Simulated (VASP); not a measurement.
# Al (P6_3/mmc) in VASP: notebook

The runs below take Al through single point, with r2SCAN.

Everything below comes from runs of VASP 6.6.1. Logs are shortened: lines on timing, memory, paths and dates and some standing lists are left out, and cuts for length are marked.

### 1 The cell of the first run

The structure is hexagonal, space group P6_3/mmc (No. 194). The conventional cell has a = 2.794 Å, b = 2.794 Å, c = 4.834 Å, α = 90.00°, β = 90.00°, γ = 120.00°. Al (site symmetry -6m2) has 12 Al at 2.79 to 2.91 Å within 3.7 Å.

This isn't the form of Al at room conditions, which is fcc.

### 2 Single point, r2SCAN

POSCAR reads:

```
Al
1.0
    2.7935792420      0.0000000000      0.0000000000
   -1.3967896260      2.4193105909      0.0000000000
    0.0000000000      0.0000000000      4.8341855930
Al
2
Direct
    0.6666666667      0.3333333333      0.7500000000
    0.3333333333      0.6666666667      0.2500000000
```

INCAR.step1 reads:

```
SYSTEM = Al
PREC = Accurate
ENCUT = 520
ISMEAR = 1
SIGMA = 0.1
LREAL = .FALSE.
LASPH = .TRUE.
NELM = 80
NBANDS = 10
GGA = PE
ALGO = Normal
EDIFF = 1E-4
LWAVE = .TRUE.
LCHARG = .FALSE.
```

INCAR.step2 reads:

```
SYSTEM = Al
PREC = Accurate
ENCUT = 520
EDIFF = 1E-7
ISMEAR = 1
SIGMA = 0.1
LREAL = .FALSE.
LASPH = .TRUE.
NELM = 80
ALGO = Normal
ISIF = 2
LWAVE = .FALSE.
LCHARG = .FALSE.
METAGGA = R2SCAN
LMIXTAU = .TRUE.
NBANDS = 10
ISTART = 1
```

KPOINTS reads:

```
Automatic mesh
0
G
  12 12 6
  0 0 0
```

Potentials or basis: VASP PAW PBE potentials, release 64 (Al).

Launch:

```bash
$ cat potpaw_PBE.64/Al/POTCAR > POTCAR
$ cp INCAR.step1 INCAR
$ mpirun -np 1 vasp_std > vasp.out
$ cp INCAR.step2 INCAR
$ mpirun -np 1 vasp_std > vasp.out
```

OUTCAR:

```text
SYSTEM = Al
   PREC = Accurate
   ENCUT = 520
   EDIFF = 1E-7
   ISMEAR = 1
   LREAL = .FALSE.
   LASPH = .TRUE.
   NELM = 80
   ISIF = 2
   METAGGA = R2SCAN
   ISTART = 1

 ion  position               nearest neighbor table
   1  0.667  0.333  0.750-   2 2.91   2 2.91   2 2.91   2 2.91   2 2.91   2 2.91
   2  0.333  0.667  0.250-   1 2.91   1 2.91   1 2.91   1 2.91   1 2.91   1 2.91

  LATTYP: Found a hexagonal cell.
 ALAT       =     2.7935792420
 C/A-ratio  =     1.7304630276

  Lattice vectors:

 A1 = (   2.7935792420,   0.0000000000,   0.0000000000)
 A2 = (  -1.3967896260,   2.4193105909,   0.0000000000)
 A3 = (   0.0000000000,   0.0000000000,   4.8341855930)

Analysis of symmetry for initial positions (statically):
=====================================================================
 Subroutine PRICEL returns:
 Original cell was already a primitive cell.

 Routine SETGRP: Setting up the symmetry group for a
 hexagonal supercell.

 Subroutine GETGRP returns: Found 24 space group operations
 (whereof 12 operations were pure point group operations)
 out of a pool of 24 trial point group operations.

The static configuration has the point symmetry D_3d.
 The point group associated with its full space group is D_6h.

Analysis of symmetry for dynamics (positions and initial velocities):
=====================================================================
 Subroutine PRICEL returns:
 Original cell was already a primitive cell.

 Routine SETGRP: Setting up the symmetry group for a
 hexagonal supercell.

 Subroutine GETGRP returns: Found 24 space group operations
 (whereof 12 operations were pure point group operations)
 out of a pool of 24 trial point group operations.

The dynamic configuration has the point symmetry D_3d.
 The point group associated with its full space group is D_6h.

 Subroutine INISYM returns: Found 24 space group operations
 (whereof 12 operations are pure point group operations),
 and found     1 'primitive' translations

----------------------------------------------------------------------------------------

                                     Primitive cell

  volume of cell :      32.6720

  direct lattice vectors                    reciprocal lattice vectors
     2.793579242  0.000000000  0.000000000     0.357963714  0.206670447  0.000000000
    -1.396789626  2.419310591  0.000000000     0.000000000  0.413340893  0.000000000
     0.000000000  0.000000000  4.834185593     0.000000000  0.000000000  0.206860076

  length of vectors
[... 91 lines left out ...]
   TEBEG  =    0.0;   TEEND  =   0.0 temperature during run
   PSTRESS=    0.0 pullay stress
   NELECT =       6.0000    total number of electrons
   NUPDOWN=      -1.0000    fix difference up-down
   EMIN   =  10.00;   EMAX   =-10.00  energy-range for DOS
   EFERMI =   0.00;   METHOD = LEGACY
   ISMEAR =     1;   SIGMA  =   0.10  broadening in eV -4-tet -1-fermi 0-gaus
   EFERMI_NEDOS =   21; number of points for ismear=-14 and -15
   IALGO  =     38    algorithm
   IMIX   =      4    mixing-type and parameters
     AMIX     =   0.40;   BMIX     =  1.00
     AMIX_MAG =   1.60;   BMIX_MAG =  1.00
  volume/ion in A,a.u.               =      16.34       110.24
  Fermi-wavevector in a.u.,A,eV,Ry     =   0.930536  1.758458 11.781252  0.865898
  Thomas-Fermi vector in A             =   2.056935
   LORBIT       =      0    0 simple, 1 ext, 2 COOP (PROOUT), +10 PAW based schemes
   METAGGA = R2SCAN    functional components
   LHFCALC =     F    Hartree Fock is set to
   AEXX    =    0.0000 exact exchange contribution
   IVDW    =     0    specifies the selected vdW correction
   LEPSILON=     F    determine dielectric tensor
   LRPA    =     F    only Hartree local field effects (RPA)
 non-spin polarized calculation
 Methfessel and Paxton  Order N= 1 SIGMA  =   0.10
  energy-cutoff  :      520.00
  volume of cell :       32.67
 maximum number of plane-waves:       893
 NGX is ok and might be reduce to    24
   NGX = 11   NGY = 11   NGZ = 17

 number of electron       6.0000000 magnetization

 Free energy of the ion-electron system (eV)
  ---------------------------------------------------
  ext. energy  EPLUGINS =         0.00000000
  ---------------------------------------------------
  free energy    TOTEN  =       -13.37808064 eV

  energy without entropy =      -13.37740669  energy(sigma->0) =      -13.37785599

 E-fermi :   8.1141     XC(G=0): -10.9500

 val. band max:        8.1139975164   @ k =   0.3333   0.0833   0.5000
 cond. band min:       8.1569820821   @ k =   0.4167   0.0833   0.0000
 fundamental gap:      0.0429845657
 Fermi energy:         8.1140622454

 k-point     1 :       0.0000    0.0000    0.0000
  band No.  band energies     occupation
      1      -3.7990      2.00000
      2       2.7591      2.00000
      3       2.8354      2.00000
      4      19.9955      0.00000
      5      20.5497      0.00000
      6      20.5497      0.00000
      7      20.6006      0.00000
      8      20.6006      0.00000
      9      21.6949      0.00000
     10      24.0804      0.00000
[... 287 lines left out ...]
 k-point    24 :       0.3333    0.0000    0.1667
  band No.  band energies     occupation
      1      -0.6602      2.00000
      2       3.6475      2.00000
      3       7.4284      2.00000
      4       8.5297     -0.00000
      5      12.1306      0.00000
      6      15.7167      0.00000
      7      15.8089      0.00000
      8      17.6317      0.00000
      9      19.5345      0.00000
     10      20.3054      0.00000

 [... further k-points ...]

------------------------ aborting loop because EDIFF is reached ----------------------------------------

  FORCE on cell =-STRESS in cart. coord.  units (eV):
  Direction    XX          YY          ZZ          XY          YZ          ZX
  --------------------------------------------------------------------------------------
  -------------------------------------------------------------------------------------
  Total       -0.0707118     -0.0707118     -1.0332921      0.0000000     -0.0000000      0.0000000
  in kB       -3.4675804     -3.4675804    -50.6707968      0.0000000     -0.0000000      0.0000000
  external PRESSURE =     -19.2019859 kB  Pullay stress =       0.0000000 kB

 VOLUME and BASIS-vectors are now :
 -----------------------------------------------------------------------------
  energy-cutoff  :      520.00
  volume of cell :       32.67
      direct lattice vectors                 reciprocal lattice vectors
     2.793579242  0.000000000  0.000000000     0.357963714  0.206670447  0.000000000
    -1.396789626  2.419310591  0.000000000     0.000000000  0.413340893  0.000000000
     0.000000000  0.000000000  4.834185593     0.000000000  0.000000000  0.206860076

 POSITION                                       TOTAL-FORCE (eV/Angst)
 -----------------------------------------------------------------------------------
      1.39679      0.80644      3.62564         0.000000      0.000000      0.000000
     -0.00000      1.61287      1.20855        -0.000000      0.000000      0.000000
 -----------------------------------------------------------------------------------
    total drift:                                0.000000     -0.000000     -0.000000

  FREE ENERGIE OF THE ION-ELECTRON SYSTEM (eV)
  ---------------------------------------------------
  free  energy   TOTEN  =       -13.3780806371 eV

  energy  without entropy=      -13.3774066943  energy(sigma->0) =      -13.37785599
```

OUTCAR.step1:

```text
SYSTEM = Al
   PREC = Accurate
   ENCUT = 520
   ISMEAR = 1
   LREAL = .FALSE.
   LASPH = .TRUE.
[... 537 lines left out ...]
      1.39679      0.80644      3.62564         0.000000     -0.000000      0.000000
     -0.00000      1.61287      1.20855        -0.000000      0.000000      0.000000
 -----------------------------------------------------------------------------------
    total drift:                                0.000000     -0.000000     -0.000000

  FREE ENERGIE OF THE ION-ELECTRON SYSTEM (eV)
  ---------------------------------------------------
  free  energy   TOTEN  =        -7.4064756023 eV

  energy  without entropy=       -7.4065797741  energy(sigma->0) =       -7.40651033
```

Wall time 1.9 min (1 thread of Intel Xeon 8259CL, shared host); peak memory 0.16 GiB.

What came out:

* Free energy: -13.3781 eV
* Pressure: -1.9 GPa
* Band gap on the k mesh: zero (bands 3 and 4 overlap by 7.15 eV)

Caveat: the PAW data sets were made with another functional, which shifts forces and pressure a little.

### 3 Single point, r2SCAN

This run uses another cell than the first one, of 16.67 Å³/atom.

POSCAR reads:

```
Al
1.0
    2.8124553500      0.0000000000      0.0000000000
   -1.4062276800      2.4356577800      0.0000000000
    0.0000000000      0.0000000000      4.8668500000
Al
2
Direct
    0.6666666667      0.3333333333      0.7500000000
    0.3333333333      0.6666666667      0.2500000000
```

INCAR.step1 reads:

```
SYSTEM = Al
PREC = Accurate
ENCUT = 520
ISMEAR = 1
SIGMA = 0.1
LREAL = .False.
LASPH = .True.
NELM = 100
NBANDS = 10
GGA = PE
ALGO = Normal
EDIFF = 1E-4
LWAVE = .True.
LCHARG = .False.
```

INCAR.step2 reads:

```
SYSTEM = Al
PREC = Accurate
ENCUT = 520
EDIFF = 1E-6
ISMEAR = 1
SIGMA = 0.1
LREAL = .False.
LASPH = .True.
NELM = 100
ALGO = Normal
ISIF = 2
LWAVE = .False.
LCHARG = .False.
METAGGA = R2SCAN
LMIXTAU = .True.
NBANDS = 10
ISTART = 1
```

KPOINTS reads:

```
Automatic mesh
0
Gamma
  12 12 6
  0 0 0
```

Potentials or basis: VASP PAW PBE potentials, release 64 (Al).

Launch:

```bash
$ cat potpaw_PBE.64/Al/POTCAR > POTCAR
$ cp INCAR.step1 INCAR
$ mpirun -np 1 vasp_std > vasp.out
$ cp INCAR.step2 INCAR
$ mpirun -np 1 vasp_std > vasp.out
```

Wall time 92 s (1 thread of Intel Xeon 8259CL, shared host); peak memory 0.16 GiB.

Results (log left out):

* Free energy: -13.3666 eV
* Pressure: -3.5 GPa
* Band gap on the k mesh: zero (bands 3 and 4 overlap by 7.10 eV)

Stress tensor (GPa, compression positive):
```
-2.07  0.00  0.00
 0.00 -2.07  0.00
 0.00  0.00 -6.39
```

Levels at points of the mesh, in eV from the Fermi level:
```
           k point  band 1  band 2  band 3  band 4  band 5  band 6  band 7
(0.00, 0.00, 0.00)  -11.78   -5.27   -5.25   11.78   12.24   12.24   12.36
(0.50, 0.00, 0.00)   -5.32   -5.29    0.61    0.73    1.39    1.56    6.70
(0.00, 0.00, 0.50)  -10.12  -10.12    2.54    2.54   13.21   13.21   13.21
(0.50, 0.00, 0.50)   -4.13   -4.13   -3.20   -3.20    7.79    7.79    8.12
```

Caveat: the cell stands under tension; the PAW data sets were made with another functional, which shifts forces and pressure a little.
